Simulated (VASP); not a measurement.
A run of VASP 6.6.1:

File INCAR:

```
SYSTEM = Cu
PREC     = Accurate       ! precision mode
ENCUT    = 520            ! plane-wave cutoff, eV
EDIFF    = 1E-6           ! SCF threshold, eV
ISMEAR   = 0              ! smearing method
SIGMA    = 0.1            ! smearing width, eV
LREAL    = .FALSE.        ! projectors in reciprocal space
LASPH    = .TRUE.         ! aspherical terms in the spheres
NELM     = 100            ! most SCF steps
ALGO     = Normal         ! electronic algorithm
ISIF     = 2              ! what is computed and relaxed
LWAVE    = .FALSE.        ! write WAVECAR
LCHARG   = .FALSE.        ! write CHGCAR
GGA      = PE             ! functional
NBANDS   = 24             ! bands
```

The input KPOINTS:

```
regular mesh
0
G
  15 15 18
  0 0 0
```

The input POSCAR:

```
Cu
1.0
    4.1278841892      0.0000000000      0.0000000000
   -2.0639420946      3.5748525717      0.0000000000
    0.0000000000      0.0000000000      2.4752114607
Cu
3
Direct
    0.3333333333      0.6666666667      0.5000000000
    0.0000000000      0.0000000000      0.0000000000
    0.6666666667      0.3333333333      0.5000000000
```

Potentials or basis: VASP PAW PBE potentials, release 64 (Cu).

Run with:

```console
$ cat potpaw_PBE.64/Cu/POTCAR > POTCAR
$ mpirun -np 1 vasp_std > vasp.out
```

Hardware: 1 thread of AMD EPYC 9R45 96-Core Processor (Zen 5) (shared host).

Task: Estimate the wall time of this run.

Result: It took 83 s on 1 thread of AMD EPYC 9R45 96-Core Processor (Zen 5), with other jobs on the host, peak memory 0.26 GiB. Counts: scf iterations 13, k points 270.
